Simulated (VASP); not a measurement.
# AlRu in VASP: single point with LDA

Aim: the single point of AlRu with LDA.

All numbers are computed with VASP 6.6.1; they aren't measurements. Logs are shortened: lines on timing, memory, paths and dates and some standing lists are left out, and cuts for length are marked.

### Step 1. The cell of the first run

The typed cell holds 2 atoms: a = 2.953 Å, b = 2.954 Å, c = 2.953 Å, α = 90.00°, β = 90.01°, γ = 89.99°.

### Step 2. Single point, LDA

File INCAR:

```
SYSTEM = AlRu
ALGO = Fast
EDIFF = 1E-6
ENCUT = 520
ISIF = 2
ISMEAR = 0
LASPH = .TRUE.
LCHARG = .FALSE.
LREAL = .FALSE.
LWAVE = .FALSE.
NBANDS = 16
NELM = 100
PREC = Accurate
SIGMA = 0.15
```

File KPOINTS:

```
k-points
0
G
  12 12 12
  0 0 0
```

File POSCAR:

```
AlRu
1.0
    2.9534313554      0.0001479571     -0.0002013464
    0.0001465278      2.9535470279     -0.0001141925
   -0.0002003871     -0.0001121833      2.9534610472
Al Ru
1 1
Direct
   -0.0000088901     -0.0000125178      0.0000021025
    0.5000088901      0.5000125178      0.4999978975
```

Potentials or basis: VASP PAW LDA potentials, release 64 (Al, Ru_pv).

Started as:

```
cat potpaw_LDA.64/Al/POTCAR potpaw_LDA.64/Ru_pv/POTCAR > POTCAR
mpirun -np 1 vasp_std > vasp.out
```

OUTCAR:

```text
SYSTEM = AlRu
   EDIFF = 1E-6
   ENCUT = 520
   ISIF = 2
   ISMEAR = 0
   LASPH = .TRUE.
   LREAL = .FALSE.
   NELM = 100
   PREC = Accurate

 ion  position               nearest neighbor table
   1  1.000  1.000  0.000-   2 2.56   2 2.56   2 2.56   2 2.56   2 2.56   2 2.56   2 2.56   2 2.56

   2  0.500  0.500  0.500-   1 2.56   1 2.56   1 2.56   1 2.56   1 2.56   1 2.56   1 2.56   1 2.56

  LATTYP: Found a base centered monoclinic cell.
 ALAT       =     7.2351901180
 B/A-ratio  =     0.5772508444
 C/A-ratio  =     0.7071147637
 COS(beta)  =    -0.9428228952

  Lattice vectors:

 A1 = (   2.9535778832,   2.9536949850,  -0.0003155389)
 A2 = (   0.0003469149,   2.9536592112,  -2.9535752397)
 A3 = (  -2.9537782703,  -2.9538071683,   2.9537765861)

Analysis of symmetry for initial positions (statically):
=====================================================================
 Subroutine PRICEL returns:
 Original cell was already a primitive cell.

 Routine SETGRP: Setting up the symmetry group for a
 base centered monoclinic supercell.

 Subroutine GETGRP returns: Found  1 space group operations
 (whereof  1 operations were pure point group operations)
 out of a pool of  4 trial point group operations.

The static configuration has the point symmetry C_1 .

Analysis of symmetry for dynamics (positions and initial velocities):
=====================================================================
 Subroutine PRICEL returns:
 Original cell was already a primitive cell.

 Routine SETGRP: Setting up the symmetry group for a
 base centered monoclinic supercell.

 Subroutine GETGRP returns: Found  1 space group operations
 (whereof  1 operations were pure point group operations)
 out of a pool of  4 trial point group operations.

The dynamic configuration has the point symmetry C_1 .

 Subroutine INISYM returns: Found  1 space group operations
 (whereof  1 operations are pure point group operations),
 and found     1 'primitive' translations

----------------------------------------------------------------------------------------

                                     Primitive cell

  volume of cell :      25.7633

  direct lattice vectors                    reciprocal lattice vectors
     2.953431355  0.000147957 -0.000201346     0.338589216 -0.000016797  0.000022972
     0.000146528  2.953547028 -0.000114193    -0.000016961  0.338575954  0.000012859
    -0.000200387 -0.000112183  2.953461047     0.000023082  0.000013090  0.338585812

  length of vectors
     2.953431366  2.953547034  2.953461056     0.338589217  0.338575955  0.338585813

  position of ions in fractional coordinates (direct lattice)
     0.999991110  0.999987482  0.000002102
     0.500008890  0.500012518  0.499997898

  ion indices of the primitive-cell ions
   primitive index   ion index
                 1           1
                 2           2

----------------------------------------------------------------------------------------

 KPOINTS: k-points

Automatic generation of k-mesh.
 Grid dimensions read from file:
 generate k-points for:   12   12   12

 Generating k-lattice:

  Cartesian coordinates                     Fractional coordinates (reciprocal lattice)
     0.028215768 -0.000001400  0.000001914     0.083333333  0.000000000  0.000000000
    -0.000001413  0.028214663  0.000001072     0.000000000  0.083333333 -0.000000000
     0.000001923  0.000001091  0.028215484     0.000000000  0.000000000  0.083333333

  Length of vectors
     0.028215768  0.028214663  0.028215484

  Shift w.r.t. Gamma in fractional coordinates (k-lattice)
     0.000000000  0.000000000  0.000000000

 Subroutine IBZKPT returns following result:
 ===========================================

 Found    868 irreducible k-points:

 Following reciprocal coordinates:
            Coordinates               Weight
  0.000000  0.000000  0.000000      1.000000
  0.083333  0.000000  0.000000      2.000000
  0.000000 -0.000000  0.083333      2.000000
  0.166667 -0.000000  0.000000      2.000000
  0.000000  0.000000  0.166667      2.000000
  0.250000  0.000000  0.000000      2.000000
[... 16 lines left out ...]
  0.416667  0.083333  0.000000      2.000000
  0.000000 -0.083333  0.416667      2.000000
 [... further k-points ...]
   k-points           NKPTS =    868   k-points in BZ     NKDIM =    868   number of bands    NBANDS=     16
   number of dos      NEDOS =    301   number of ions     NIONS =      2
   total plane-waves  NPLWV =  13824
   dimension x,y,z NGX =    24 NGY =   24 NGZ =   24
   dimension x,y,z NGXF=    48 NGYF=   48 NGZF=   48
   ions per type =               1   1
   NGX,Y,Z   is equivalent  to a cutoff of  13.51, 13.51, 13.51 a.u.
   NGXF,Y,Z  is equivalent  to a cutoff of  27.02, 27.02, 27.02 a.u.
 SYSTEM =  AlRu
   PREC   = accura    normal or accurate (medium, high low for compatibility)
   ISTART =      0    job   : 0-new  1-cont  2-samecut
   ICHARG =      2    charge: 1-file 2-atom 10-const
   ISPIN  =      1    spin polarized calculation?
   LNONCOLLINEAR =      F non collinear calculations
   LSORBIT =      F    spin-orbit coupling
   LASPH  =      T    aspherical Exc in radial PAW
   ENCUT  =  520.0 eV  38.22 Ry    6.18 a.u.   5.49  5.49  5.49*2*pi/ulx,y,z
   NELM   =    100;   NELMIN=  2; NELMDL= -5     # of ELM steps
   EDIFF  = 0.1E-05   stopping-criterion for ELM
   LREAL  =      F    real-space projection
   EDIFFG = 0.1E-04   stopping-criterion for IOM
   NSW    =      0    number of steps for IOM
   IBRION =     -1    ionic relax: 0-MD 1-quasi-New 2-CG
   NFREE  =      0    steps in history (QN), initial steepest desc. (CG)
   ISIF   =      2    stress and relaxation
   ISYM   =      2    0-nonsym 1-usesym 2-fastsym
   POTIM  = 0.5000    time-step for ionic-motion
   TEBEG  =    0.0;   TEEND  =   0.0 temperature during run
   PSTRESS=    0.0 pullay stress
   NELECT =      17.0000    total number of electrons
   NUPDOWN=      -1.0000    fix difference up-down
   EMIN   =  10.00;   EMAX   =-10.00  energy-range for DOS
   EFERMI =   0.00;   METHOD = LEGACY
   ISMEAR =     0;   SIGMA  =   0.15  broadening in eV -4-tet -1-fermi 0-gaus
   EFERMI_NEDOS =   21; number of points for ismear=-14 and -15
   IALGO  =     68    algorithm
   IMIX   =      4    mixing-type and parameters
     AMIX     =   0.40;   BMIX     =  1.00
     AMIX_MAG =   1.60;   BMIX_MAG =  1.00
  volume/ion in A,a.u.               =      12.88        86.93
  Fermi-wavevector in a.u.,A,eV,Ry     =   1.425248  2.693328 27.637951  2.031332
  Thomas-Fermi vector in A             =   2.545653
   LORBIT       =      0    0 simple, 1 ext, 2 COOP (PROOUT), +10 PAW based schemes
   GGA     = CA    functional components
   LHFCALC =     F    Hartree Fock is set to
   AEXX    =    0.0000 exact exchange contribution
   IVDW    =     0    specifies the selected vdW correction
   LEPSILON=     F    determine dielectric tensor
   LRPA    =     F    only Hartree local field effects (RPA)
 non-spin polarized calculation
 RMM-DIIS sequential band-by-band and
 Gauss-broadening in eV      SIGMA  =   0.15
  energy-cutoff  :      520.00
  volume of cell :       25.76
 maximum number of plane-waves:       739
 NGX is ok and might be reduce to    24
   NGX = 11   NGY = 11   NGZ = 11

 number of electron      16.9999998 magnetization

 Free energy of the ion-electron system (eV)
  ---------------------------------------------------
  ext. energy  EPLUGINS =         0.00000000
  ---------------------------------------------------
  free energy    TOTEN  =       -16.19774634 eV

  energy without entropy =      -16.18277260  energy(sigma->0) =      -16.19025947

 E-fermi :  11.0610     XC(G=0): -12.9918

 val. band max:       11.0579208089   @ k =   0.0833   0.0833   0.0000
 cond. band min:      11.0764895405   @ k =  -0.2500  -0.0833   0.0833
 fundamental gap:      0.0185687317
 Fermi energy:        11.0609712518

 k-point     1 :       0.0000    0.0000    0.0000
  band No.  band energies     occupation
      1     -30.5172      2.00000
      2     -30.5172      2.00000
      3     -30.5171      2.00000
      4       1.1826      2.00000
      5       7.2610      2.00000
      6       7.2610      2.00000
[... 8 lines left out ...]
     15      22.7320      0.00000
     16      26.7179      0.00000

 k-point     2 :       0.0833    0.0000    0.0000
  band No.  band energies     occupation
      1     -30.5339      2.00000
      2     -30.5158      2.00000
      3     -30.5158      2.00000
      4       1.3207      2.00000
      5       7.3099      2.00000
      6       7.3140      2.00000
[... 8 lines left out ...]
     15      22.8343      0.00000
     16      27.1385      0.00000

 k-point     3 :       0.0000   -0.0000    0.0833
  band No.  band energies     occupation
      1     -30.5339      2.00000
      2     -30.5158      2.00000
      3     -30.5157      2.00000
      4       1.3207      2.00000
      5       7.3099      2.00000
      6       7.3140      2.00000
[... 8 lines left out ...]
     15      22.8343      0.00000
     16      27.1385      0.00000

 k-point     4 :       0.1667   -0.0000    0.0000
  band No.  band energies     occupation
      1     -30.5795      2.00000
      2     -30.5120      2.00000
      3     -30.5119      2.00000
      4       1.7256      2.00000
      5       7.4202      2.00000
      6       7.4478      2.00000
[... 8 lines left out ...]
     15      23.6378      0.00000
     16      28.4558      0.00000
[... 324 lines left out ...]
 k-point    22 :       0.0000   -0.0833    0.3333
  band No.  band energies     occupation
      1     -30.7008      2.00000
      2     -30.5176      2.00000
      3     -30.4999      2.00000
      4       3.3242      2.00000
      5       7.1026      2.00000
      6       7.9251      2.00000
[... 8 lines left out ...]
     15      25.0773      0.00000
     16      25.8006      0.00000

 k-point    23 :       0.4167    0.0833    0.0000
  band No.  band energies     occupation
      1     -30.7452      2.00000
      2     -30.5136      2.00000
      3     -30.4961      2.00000
      4       4.2917      2.00000
      5       6.3428      2.00000
      6       8.1059      2.00000
[... 8 lines left out ...]
     15      24.1142      0.00000
     16      24.8823      0.00000

 k-point    24 :       0.0000   -0.0833    0.4167
  band No.  band energies     occupation
      1     -30.7452      2.00000
      2     -30.5136      2.00000
      3     -30.4961      2.00000
      4       4.2916      2.00000
      5       6.3427      2.00000
      6       8.1058      2.00000
[... 8 lines left out ...]
     15      24.1143      0.00000
     16      24.8824      0.00000

 [... further k-points ...]
[... 5 lines left out ...]
  --------------------------------------------------------------------------------------
  -------------------------------------------------------------------------------------
  Total        0.1016226      0.1003848      0.1013052     -0.0022584      0.0017346      0.0030761
  in kB        6.3197371      6.2427614      6.2999961     -0.1404458      0.1078737      0.1912988
  external PRESSURE =       6.2874982 kB  Pullay stress =       0.0000000 kB

 VOLUME and BASIS-vectors are now :
 -----------------------------------------------------------------------------
  energy-cutoff  :      520.00
  volume of cell :       25.76
      direct lattice vectors                 reciprocal lattice vectors
     2.953431355  0.000147957 -0.000201346     0.338589216 -0.000016797  0.000022972
     0.000146528  2.953547028 -0.000114193    -0.000016961  0.338575954  0.000012859
    -0.000200387 -0.000112183  2.953461047     0.000023082  0.000013090  0.338585812

 POSITION                                       TOTAL-FORCE (eV/Angst)
 -----------------------------------------------------------------------------------
      2.95355      2.95366     -0.00031         0.000442      0.000622     -0.000104
      1.47672      1.47683      1.47657        -0.000442     -0.000622      0.000104
 -----------------------------------------------------------------------------------
    total drift:                                0.000002      0.000002     -0.000001

  FREE ENERGIE OF THE ION-ELECTRON SYSTEM (eV)
  ---------------------------------------------------
  free  energy   TOTEN  =       -16.1977463382 eV

  energy  without entropy=      -16.1827725993  energy(sigma->0) =      -16.19025947
```

Wall time 2.1 min (1 thread of AMD EPYC 9R45 (Zen 5), shared host); peak memory 0.4 GiB.

Results:

```yaml
Free_energy: -16.1977 eV
Pressure: 0.6 GPa
Band_gap_on_the_k_mesh: zero (an odd number of electrons rules out a gap without spin polarisation)
```
